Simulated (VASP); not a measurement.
# Cr (Fd-3m) in VASP: a series of runs

Runs on Cr. Level: BLYP. Tasks: single point.

Everything below comes from runs of VASP 6.6.1. Logs are shortened: lines on timing, memory, paths and dates and some standing lists are left out, and cuts for length are marked.

## Step 1: The cell of the first run

It takes space group Fd-3m (No. 227, cubic). Conventional cell: a = 5.258 Å, b = 5.258 Å, c = 5.258 Å, α = 90.00°, β = 90.00°, γ = 90.00°. Cr (site symmetry -43m) has 4 Cr at 2.28 Å within 3.0 Å.

## Step 2: Single point, BLYP, collinear spin, antiferromagnetic start (volume scaled by 0.88)

INCAR

```
PREC = Accurate ; ENCUT = 520
EDIFF = 1E-7 ; ISMEAR = -1
SIGMA = 0.05 ; LREAL = F
LASPH = T ; NELM = 150
ALGO = Normal ; ISIF = 2
LWAVE = F ; LCHARG = F
ISPIN = 2 ; MAGMOM = 2.632 -2.632
LORBIT = 11 ; LMAXMIX = 4
GGA = B5 ; ALDAX = 1.0
AGGAX = 1.0 ; AGGAC = 1.0
ALDAC = 0.0 ; NBANDS = 23
```

KPOINTS

```
regular mesh
0
Gamma
  11 11 11
```

POSCAR

```
Cr
1.0
    0.0000000000      2.6288306989      2.6288306989
    2.6288306989      0.0000000000      2.6288306989
    2.6288306989      2.6288306989      0.0000000000
Cr
2
Direct
    0.1250000000      0.1250000000      0.1250000000
    0.8750000000      0.8750000000      0.8750000000
```

Potentials or basis: VASP PAW PBE potentials, release 64 (Cr_pv).

Launch:

```console
cat potpaw_PBE.64/Cr_pv/POTCAR > POTCAR
mpirun -np 1 vasp_std > vasp.out
```

OUTCAR:

```text
PREC = Accurate
   ENCUT = 520
   EDIFF = 1E-7
   ISMEAR = -1
   LREAL = F
   LASPH = T
   NELM = 150
   ISIF = 2
   ISPIN = 2
   LORBIT = 11
   GGA = B5

 ion  position               nearest neighbor table
   1  0.125  0.125  0.125-   2 2.28   2 2.28   2 2.28   2 2.28
   2  0.875  0.875  0.875-   1 2.28   1 2.28   1 2.28   1 2.28

  LATTYP: Found a face centered cubic cell.
 ALAT       =     5.2576613978

  Lattice vectors:

 A1 = (   0.0000000000,   2.6288306989,   2.6288306989)
 A2 = (   2.6288306989,   0.0000000000,   2.6288306989)
 A3 = (   2.6288306989,   2.6288306989,   0.0000000000)

Analysis of symmetry for initial positions (statically):
=====================================================================
 Subroutine PRICEL returns:
 Original cell was already a primitive cell.

 Routine SETGRP: Setting up the symmetry group for a
 face centered cubic supercell.

 Subroutine GETGRP returns: Found 48 space group operations
 (whereof 12 operations were pure point group operations)
 out of a pool of 48 trial point group operations.

The static configuration has the point symmetry D_3d.
 The point group associated with its full space group is O_h .

Analysis of symmetry for dynamics (positions and initial velocities):
=====================================================================
 Subroutine PRICEL returns:
 Original cell was already a primitive cell.

 Routine SETGRP: Setting up the symmetry group for a
 face centered cubic supercell.

 Subroutine GETGRP returns: Found 48 space group operations
 (whereof 12 operations were pure point group operations)
 out of a pool of 48 trial point group operations.

The dynamic configuration has the point symmetry D_3d.
 The point group associated with its full space group is O_h .

Analysis of structural, dynamic, and magnetic symmetry:
=====================================================================
 Subroutine PRICEL returns:
 Original cell was already a primitive cell.

 Routine SETGRP: Setting up the symmetry group for a
 face centered cubic supercell.

 Subroutine GETGRP returns: Found 48 space group operations
 (whereof 12 operations were pure point group operations)
 out of a pool of 48 trial point group operations.

The overall configuration has the point symmetry D_3d.
 The point group associated with its full space group is O_h .

 Subroutine INISYM returns: Found 48 space group operations
 (whereof 12 operations are pure point group operations),
 and found     1 'primitive' translations

----------------------------------------------------------------------------------------

                                     Primitive cell

  volume of cell :      36.3344

  direct lattice vectors                    reciprocal lattice vectors
     0.000000000  2.628830699  2.628830699    -0.190198631  0.190198631  0.190198631
     2.628830699  0.000000000  2.628830699     0.190198631 -0.190198631  0.190198631
     2.628830699  2.628830699  0.000000000     0.190198631  0.190198631 -0.190198631

  length of vectors
     3.717728028  3.717728028  3.717728028     0.329433692  0.329433692  0.329433692

  position of ions in fractional coordinates (direct lattice)
     0.125000000  0.125000000  0.125000000
     0.875000000  0.875000000  0.875000000

  ion indices of the primitive-cell ions
   primitive index   ion index
                 1           1
                 2           2

----------------------------------------------------------------------------------------

 KPOINTS: regular mesh

Automatic generation of k-mesh.
 Grid dimensions read from file:
 generate k-points for:   11   11   11

 Generating k-lattice:

  Cartesian coordinates                     Fractional coordinates (reciprocal lattice)
    -0.017290785  0.017290785  0.017290785     0.090909091  0.000000000  0.000000000
     0.017290785 -0.017290785  0.017290785     0.000000000  0.090909091  0.000000000
     0.017290785  0.017290785 -0.017290785     0.000000000  0.000000000  0.090909091

  Length of vectors
     0.029948517  0.029948517  0.029948517

  Shift w.r.t. Gamma in fractional coordinates (k-lattice)
     0.000000000  0.000000000  0.000000000

 Subroutine IBZKPT returns following result:
 ===========================================

 Found     56 irreducible k-points:

 Following reciprocal coordinates:
            Coordinates               Weight
  0.000000  0.000000  0.000000      1.000000
  0.090909  0.000000  0.000000      8.000000
  0.181818  0.000000  0.000000      8.000000
  0.272727  0.000000  0.000000      8.000000
  0.363636  0.000000  0.000000      8.000000
  0.454545  0.000000  0.000000      8.000000
[... 16 lines left out ...]
 -0.272727  0.181818  0.000000     24.000000
 -0.181818  0.181818  0.000000     12.000000
 [... further k-points ...]
   k-points           NKPTS =     56   k-points in BZ     NKDIM =     56   number of bands    NBANDS=     23
   number of dos      NEDOS =    301   number of ions     NIONS =      2
   total plane-waves  NPLWV =  21952
   dimension x,y,z NGX =    28 NGY =   28 NGZ =   28
   dimension x,y,z NGXF=    56 NGYF=   56 NGZF=   56
   ions per type =               2
   NGX,Y,Z   is equivalent  to a cutoff of  12.52, 12.52, 12.52 a.u.
   NGXF,Y,Z  is equivalent  to a cutoff of  25.04, 25.04, 25.04 a.u.
 SYSTEM =  unknown system
   PREC   = accura    normal or accurate (medium, high low for compatibility)
   ISTART =      0    job   : 0-new  1-cont  2-samecut
   ICHARG =      2    charge: 1-file 2-atom 10-const
   ISPIN  =      2    spin polarized calculation?
   LNONCOLLINEAR =      F non collinear calculations
   LSORBIT =      F    spin-orbit coupling
   LASPH  =      T    aspherical Exc in radial PAW
   ENCUT  =  520.0 eV  38.22 Ry    6.18 a.u.   6.91  6.91  6.91*2*pi/ulx,y,z
   NELM   =    150;   NELMIN=  2; NELMDL= -5     # of ELM steps
   EDIFF  = 0.1E-06   stopping-criterion for ELM
   LREAL  =      F    real-space projection
   EDIFFG = 0.1E-05   stopping-criterion for IOM
   NSW    =      0    number of steps for IOM
   IBRION =     -1    ionic relax: 0-MD 1-quasi-New 2-CG
   NFREE  =      0    steps in history (QN), initial steepest desc. (CG)
   ISIF   =      2    stress and relaxation
   ISYM   =      2    0-nonsym 1-usesym 2-fastsym
   POTIM  = 0.5000    time-step for ionic-motion
   TEBEG  =    0.0;   TEEND  =   0.0 temperature during run
   PSTRESS=    0.0 pullay stress
   NELECT =      24.0000    total number of electrons
   NUPDOWN=      -1.0000    fix difference up-down
   EMIN   =  10.00;   EMAX   =-10.00  energy-range for DOS
   EFERMI =   0.00;   METHOD = LEGACY
   ISMEAR =    -1;   SIGMA  =   0.05  broadening in eV -4-tet -1-fermi 0-gaus
   EFERMI_NEDOS =   21; number of points for ismear=-14 and -15
   IALGO  =     38    algorithm
   IMIX   =      4    mixing-type and parameters
     AMIX     =   0.40;   BMIX     =  1.00
     AMIX_MAG =   1.60;   BMIX_MAG =  1.00
  volume/ion in A,a.u.               =      18.17       122.60
  Fermi-wavevector in a.u.,A,eV,Ry     =   1.425737  2.694251 27.656900  2.032725
  Thomas-Fermi vector in A             =   2.546089
   LORBIT       =     11    0 simple, 1 ext, 2 COOP (PROOUT), +10 PAW based schemes
   GGA     = B5    functional components
   LHFCALC =     F    Hartree Fock is set to
   AEXX    =    0.0000 exact exchange contribution
   IVDW    =     0    specifies the selected vdW correction
   LEPSILON=     F    determine dielectric tensor
   LRPA    =     F    only Hartree local field effects (RPA)
 spin polarized calculation
  energy-cutoff  :      520.00
  volume of cell :       36.33
 maximum number of plane-waves:       990
   NGX = 13   NGY = 13   NGZ = 13

 number of electron      24.0000009 magnetization      -0.0000000

 number of electron      24.0000009 magnetization       0.0000000

 Free energy of the ion-electron system (eV)
  ---------------------------------------------------
  ext. energy  EPLUGINS =         0.00000000
  ---------------------------------------------------
  free energy    TOTEN  =       -13.62155985 eV

  energy without entropy =      -13.61312534  energy(sigma->0) =      -13.61734259

 E-fermi :   6.0100     XC(G=0): -10.1947

 val. band max:        6.0047742556   @ k =  -0.4545   0.0909   0.0000
 cond. band min:       6.0307003542   @ k =  -0.3636   0.4545   0.0909
 fundamental gap:      0.0259260987
 Fermi energy:         6.0100228879

 spin component 1

 k-point     1 :       0.0000    0.0000    0.0000
  band No.  band energies     occupation
      1     -37.0401      1.00000
      2     -37.0401      1.00000
      3     -37.0401      1.00000
      4     -34.5410      1.00000
      5     -34.5410      1.00000
      6     -34.5410      1.00000
[... 15 lines left out ...]
     22      19.2832      0.00000
     23      19.6315      0.00000

 k-point     2 :       0.0909    0.0000    0.0000
  band No.  band energies     occupation
      1     -37.0418      1.00000
      2     -37.0418      1.00000
      3     -37.0406      1.00000
      4     -34.5420      1.00000
      5     -34.5393      1.00000
      6     -34.5393      1.00000
[... 15 lines left out ...]
     22      18.5282      0.00000
     23      19.3683      0.00000

 k-point     3 :       0.1818    0.0000    0.0000
  band No.  band energies     occupation
      1     -37.0464      1.00000
      2     -37.0464      1.00000
      3     -37.0418      1.00000
      4     -34.5446      1.00000
      5     -34.5345      1.00000
      6     -34.5345      1.00000
[... 15 lines left out ...]
     22      17.7164      0.00000
     23      18.6209      0.00000
[... 495 lines left out ...]
 k-point    23 :      -0.2727    0.1818    0.0000
  band No.  band energies     occupation
      1     -37.0786      1.00000
      2     -37.0583      1.00000
      3     -37.0271      1.00000
      4     -34.5640      1.00000
      5     -34.5222      1.00000
      6     -34.5081      1.00000
[... 15 lines left out ...]
     22      16.3432      0.00000
     23      17.6486      0.00000

 k-point    24 :      -0.1818    0.1818    0.0000
  band No.  band energies     occupation
      1     -37.0683      1.00000
      2     -37.0521      1.00000
      3     -37.0323      1.00000
      4     -34.5571      1.00000
      5     -34.5286      1.00000
      6     -34.5161      1.00000
[... 15 lines left out ...]
     22      17.6054      0.00000
     23      18.0502      0.00000

 [... further k-points ...]

 spin component 2

 k-point     1 :       0.0000    0.0000    0.0000
  band No.  band energies     occupation
      1     -37.0401      1.00000
      2     -37.0401      1.00000
      3     -37.0401      1.00000
      4     -34.5410      1.00000
      5     -34.5410      1.00000
      6     -34.5410      1.00000
[... 15 lines left out ...]
     22      19.2832      0.00000
     23      19.6315      0.00000

 k-point     2 :       0.0909    0.0000    0.0000
  band No.  band energies     occupation
      1     -37.0418      1.00000
      2     -37.0418      1.00000
      3     -37.0406      1.00000
      4     -34.5420      1.00000
      5     -34.5393      1.00000
      6     -34.5393      1.00000
[... 15 lines left out ...]
     22      18.5282      0.00000
     23      19.3683      0.00000

 k-point     3 :       0.1818    0.0000    0.0000
  band No.  band energies     occupation
      1     -37.0464      1.00000
      2     -37.0464      1.00000
      3     -37.0418      1.00000
      4     -34.5446      1.00000
      5     -34.5345      1.00000
      6     -34.5345      1.00000
[... 15 lines left out ...]
     22      17.7164      0.00000
     23      18.6209      0.00000
[... 495 lines left out ...]
 k-point    23 :      -0.2727    0.1818    0.0000
  band No.  band energies     occupation
      1     -37.0786      1.00000
      2     -37.0583      1.00000
      3     -37.0271      1.00000
      4     -34.5640      1.00000
      5     -34.5222      1.00000
      6     -34.5081      1.00000
[... 15 lines left out ...]
     22      16.3432      0.00000
     23      17.6486      0.00000

 k-point    24 :      -0.1818    0.1818    0.0000
  band No.  band energies     occupation
      1     -37.0683      1.00000
      2     -37.0521      1.00000
      3     -37.0323      1.00000
      4     -34.5571      1.00000
      5     -34.5286      1.00000
      6     -34.5161      1.00000
[... 15 lines left out ...]
     22      17.6054      0.00000
     23      18.0502      0.00000

 [... further k-points ...]
[... 5 lines left out ...]
  --------------------------------------------------------------------------------------
  -------------------------------------------------------------------------------------
  Total        1.3729585      1.3729585      1.3729585     -0.0000000      0.0000000      0.0000000
  in kB       60.5410780     60.5410780     60.5410780     -0.0000000      0.0000000      0.0000000
  external PRESSURE =      60.5410780 kB  Pullay stress =       0.0000000 kB

 VOLUME and BASIS-vectors are now :
 -----------------------------------------------------------------------------
  energy-cutoff  :      520.00
  volume of cell :       36.33
      direct lattice vectors                 reciprocal lattice vectors
     0.000000000  2.628830699  2.628830699    -0.190198631  0.190198631  0.190198631
     2.628830699  0.000000000  2.628830699     0.190198631 -0.190198631  0.190198631
     2.628830699  2.628830699  0.000000000     0.190198631  0.190198631 -0.190198631

 POSITION                                       TOTAL-FORCE (eV/Angst)
 -----------------------------------------------------------------------------------
      0.65721      0.65721      0.65721         0.000000     -0.000000     -0.000000
      4.60045      4.60045      4.60045        -0.000000      0.000000      0.000000
 -----------------------------------------------------------------------------------
    total drift:                                0.000000     -0.000000     -0.000000

  FREE ENERGIE OF THE ION-ELECTRON SYSTEM (eV)
  ---------------------------------------------------
  free  energy   TOTEN  =       -13.6215598526 eV

  energy  without entropy=      -13.6131253365  energy(sigma->0) =      -13.61734259

 total charge

# of ion       s       p       d       tot
------------------------------------------
    1        0.415   6.146   4.439  11.000
    2        0.415   6.146   4.439  11.000
--------------------------------------------------
tot          0.830  12.292   8.878  21.999

 magnetization (x)

# of ion       s       p       d       tot
------------------------------------------
    1        0.023  -0.054   2.494   2.463
    2       -0.023   0.054  -2.494  -2.463
--------------------------------------------------
tot         -0.000   0.000   0.000  -0.000
```

Run time: 73 s. Hardware: 1 thread of Intel Xeon Platinum 8488C (Sapphire Rapids), shared host; peak memory 0.21 GiB.

What came out:

```yaml
Free_energy: -13.6216 eV
Pressure: 6.1 GPa
Band_gap_on_the_k_mesh: zero (filled and empty bands overlap)
Net_moment: 0.00 μB per cell
Site_moments: Cr +2.46, -2.46 μB
Valence_electrons_inside_the_program's_atomic_spheres: Cr 11.00
```

Caveat: the PAW data sets were made with another functional, which shifts forces and pressure a little.

## Step 3: Single point, BLYP, collinear spin, antiferromagnetic start (volume scaled by 0.92)

INCAR

```
SYSTEM = Cr
  PREC = Accurate
  ENCUT = 520
  EDIFF = 1E-6
  ISMEAR = -1
  SIGMA = 0.05
  LREAL = .False.
  LASPH = .True.
  NELM = 150
  ALGO = Normal
  ISIF = 2
  LWAVE = .False.
  LCHARG = .True.
  ISPIN = 2
  MAGMOM = 2.632 -2.632
  LORBIT = 11
  LMAXMIX = 4
  GGA = B5
  ALDAX = 1.0
  AGGAX = 1.0
  AGGAC = 1.0
  ALDAC = 0.0
  LELF = .True.
  LVHAR = .True.
  NBANDS = 23
```

KPOINTS

```
regular mesh
0
Gamma
  11 11 11
  0 0 0
```

POSCAR

```
Cr
1.0
    0.0000000000      2.6680727634      2.6680727634
    2.6680727634      0.0000000000      2.6680727634
    2.6680727634      2.6680727634      0.0000000000
Cr
2
Direct
    0.1250000000      0.1250000000      0.1250000000
    0.8750000000      0.8750000000      0.8750000000
```

Potentials or basis: VASP PAW PBE potentials, release 64 (Cr_pv).

Launch:

```console
cat potpaw_PBE.64/Cr_pv/POTCAR > POTCAR
mpirun -np 1 vasp_std > vasp.out
```

Run time: 64 s. Hardware: 1 thread of Intel Xeon Platinum 8488C (Sapphire Rapids), shared host; peak memory 0.21 GiB.

It converged, with:

```
Free energy                                           : -13.6715 eV
Pressure                                              : 3.6 GPa
Band gap on the k mesh                                : zero (filled and empty bands overlap)
Net moment                                            : 0.00 μB per cell
Site moments                                          : Cr +2.61, -2.61 μB
Valence electrons inside the program's atomic spheres : Cr 10.94
```

Levels at points of the mesh, in eV from the Fermi level:
Spin up:
```
           k point  band 10  band 11  band 12  band 13  band 14  band 15
(0.00, 0.00, 0.00)    -1.07    -1.07    -1.07     1.52     1.52     1.52
```
Spin down:
| k point | band 10 | band 11 | band 12 | band 13 | band 14 | band 15 |
| --- | --- | --- | --- | --- | --- | --- |
| (0.00, 0.00, 0.00) | -1.07 | -1.07 | -1.07 | 1.52 | 1.52 | 1.52 |

Caveat: the PAW data sets were made with another functional, which shifts forces and pressure a little.

(Part 1 of 2 ends here.)
